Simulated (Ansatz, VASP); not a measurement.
One calculation of HfO2, two programs

POSCAR

```
HfO2
1.0
    0.0000000000      2.4296250000      2.6853750000
    2.4296250000      0.0000000000      2.6853750000
    2.4296250000      2.4296250000      0.0000000000
Hf O
1 2
Direct
    0.0000000000      0.0000000000      0.0000000000
    0.2500000000      0.2500000000      0.2500000000
    0.7500000000      0.7500000000      0.7500000000
```

Contents of INCAR.step1:

```
SYSTEM = HfO2
ALGO = Normal
EDIFF = 1E-4
ENCUT = 520
GGA = PE
ISMEAR = 0
LASPH = .TRUE.
LCHARG = .FALSE.
LREAL = .FALSE.
LWAVE = .TRUE.
NBANDS = 18
NELM = 100
PREC = Accurate
SIGMA = 0.05
```

File INCAR.step2:

```
SYSTEM = HfO2
ALGO = Normal
EDIFF = 1E-7
ENCUT = 520
ISIF = 2
ISMEAR = 0
ISTART = 1
LASPH = .TRUE.
LCHARG = .TRUE.
LELF = .TRUE.
LMIXTAU = .TRUE.
LREAL = .FALSE.
LVHAR = .TRUE.
LWAVE = .FALSE.
METAGGA = R2SCAN
NBANDS = 18
NELM = 100
PREC = Accurate
SIGMA = 0.05
```

KPOINTS

```
k-points
0
G
  8 8 8
  0 0 0
```

Input for Ansatz:

```yaml
crystal:
  lattice:
    - [0.0, 2.429625, 2.685375]
    - [2.429625, 0.0, 2.685375]
    - [2.429625, 2.429625, 0.0]
  atoms:
    - { symbol: Hf, position: [0.0, 0.0, 0.0] }
    - { symbol: O, position: [0.25, 0.25, 0.25] }
    - { symbol: O, position: [0.75, 0.75, 0.75] }
basis:
  ecutwfc: 500
kpoints:
  mp_grid: { grid: [8, 8, 8] }
hamiltonian:
  xc: r2scan
scf:
  occupations: { method: gaussian, width: 0.05 }
output:
  forces: true
  stress: true
  eigenvalues: true
  write_density: true
  write_potential: true
  elf: true
  volumetric_format: npy
```

Change from the starting cell: strain -0.050 along x and y, +0.050 along z, atoms carried along.

Alike in both runs: task single point; functional r2SCAN; k mesh 8 × 8 × 8; occupations gaussian, width 0.05 eV; no spin polarisation.

```csv
,VASP,Ansatz
version,VASP 6.6.1,Ansatz 0.2.0
potentials or method,"VASP PAW PBE potentials, release 64 (Hf_pv, O), cutoff 520 eV","scalar-relativistic, plane waves, PAW"
valence electrons in the cell,22,38
```

Ansatz gave:

* gap on the k mesh at the Fermi level (eV): 3.00
* least direct gap on the mesh (eV): 3.45
* pressure (GPa): 6.1
* traceless stress, the component that is largest in VASP (GPa): -34.45

Q: What did VASP give for the same quantities?

A: gap on the k mesh at the Fermi level (eV): 3.00; least direct gap on the mesh (eV): 3.46; pressure (GPa): 2.0; traceless stress, the component that is largest in VASP (GPa): -35.06.

VASP's potentials were made for PBE, not for r2SCAN. One of these differences is far larger than is usual between the two programs; its cause wasn't traced. VASP's potentials hold 22 valence electrons a cell and Ansatz's 38, so a difference there can come from the potentials and not from the codes.

Neither program's run includes spin-orbit coupling.
